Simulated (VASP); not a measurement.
Input of a VASP 6.6.1 run:

File INCAR:

```
SYSTEM = Cs4I
  PREC = Accurate
  ENCUT = 520
  EDIFF = 1E-6
  ISMEAR = 0
  SIGMA = 0.1
  LREAL = .False.
  LASPH = .True.
  NELM = 100
  ALGO = Normal
  ISIF = 2
  LWAVE = .False.
  LCHARG = .True.
  GGA = PE
  LELF = .True.
  LVHAR = .True.
  NBANDS = 30
```

Contents of KPOINTS:

```
Automatic mesh
0
Gamma
  6 6 6
  0 0 0
```

Contents of POSCAR:

```
Cs4I
1.0
    7.8339818000      0.0000000000      0.0000000000
    0.0000000000      7.8339818000      0.0000000000
    0.0000000000      0.0000000000      7.8339818000
Cs I
4 1
Direct
    0.5000000000      0.5000000000      0.5000000000
    0.5000000000      0.0000000000      0.0000000000
    0.0000000000      0.5000000000      0.0000000000
    0.0000000000      0.0000000000      0.5000000000
    0.0000000000      0.0000000000      0.0000000000
```

Potentials or basis: VASP PAW PBE potentials, release 64 (Cs_sv, I).

Command:

```bash
$ cat potpaw_PBE.64/Cs_sv/POTCAR potpaw_PBE.64/I/POTCAR > POTCAR
$ mpirun -np 1 vasp_std > vasp.out
```

Estimate the band gap on the k mesh.

zero (an odd number of electrons rules out a gap without spin polarisation).

What does it give for the pressure?

0.0 GPa.

Caveat: spin-orbit coupling is left out, which moves the levels of the heavy elements; an odd number of electrons without spin polarisation forces a metal; a magnetic or distorted state may lie lower.
